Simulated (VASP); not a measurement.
Here is a VASP 6.6.1 calculation.

INCAR

```
SYSTEM = Hf
PREC = Accurate
ENCUT = 520
EDIFF = 1E-7
ISMEAR = 0
SIGMA = 0.15
LREAL = .FALSE.
LASPH = .TRUE.
NELM = 100
ALGO = Fast
ISIF = 2
LWAVE = .FALSE.
LCHARG = .TRUE.
GGA = PE
LELF = .TRUE.
LVHAR = .TRUE.
NBANDS = 17
```

Contents of KPOINTS:

```
Automatic mesh
0
G
  18 18 10
  0 0 0
```

The input POSCAR:

```
Hf
1.0
    3.1966985242      0.0000000000      0.0000000000
   -1.5983492621      2.7684221302      0.0000000000
    0.0000000000      0.0000000000      5.0578000000
Hf
2
Direct
    0.2520596007      0.5041192014      0.2500000000
    0.6666666667      0.3333333333      0.7500000000
```

Potentials or basis: VASP PAW PBE potentials, release 64 (Hf_pv).

Command:

```console
$ cat potpaw_PBE.64/Hf_pv/POTCAR > POTCAR
$ mpirun -np 1 vasp_std > vasp.out
```

(1) What does it give for the largest force?

(2) What does it give for the pressure?

Answers

(1) 0.567 eV/Å.

(2) 0.0 GPa.

Caveat: the cell differs from its parent crystal (atom 1 (Hf) moved by (+0.000, -0.450) A along x and y).
